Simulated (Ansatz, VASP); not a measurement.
**Pt: VASP beside Ansatz**

```
Pt
1.0
     2.71415    0.00000    0.00000
    -1.35708    2.35052    0.00000
     0.00000    0.00000    4.65846
Pt
2
Cartesian
  0.0000 1.5670 1.1646
  1.3571 0.7835 3.4938
```

Alike in both runs: functional LDA; k mesh 16 × 16 × 9; occupations fermi-dirac, width 0.08 eV; no spin polarisation.

Ansatz relaxed the structure, and its values are those at the end. VASP's run is a single point on that final structure, the one shown.

|  | VASP | Ansatz |
| --- | --- | --- |
| version | VASP 6.6.1 | Ansatz 0.2.0 |
| potentials or method | VASP PAW LDA potentials, release 64 (Pt) | PAW with Ansatz's default frozen-core files, scalar-relativistic |
| plane-wave cutoff (eV) | 520 | 420 |
| valence electrons in the cell | 20 | 36 |

Ansatz gave:

```
pressure (GPa) : 0.0
```

Question: Which values does VASP return?

Answer: Pressure (GPa): 0.8.

LDA's correlation is that of Perdew and Zunger in VASP and of Perdew and Wang (1992) in Ansatz. VASP's potentials hold 20 valence electrons a cell and Ansatz's 36, so a difference there can come from the potentials and not from the codes.

Neither program's run includes spin-orbit coupling.
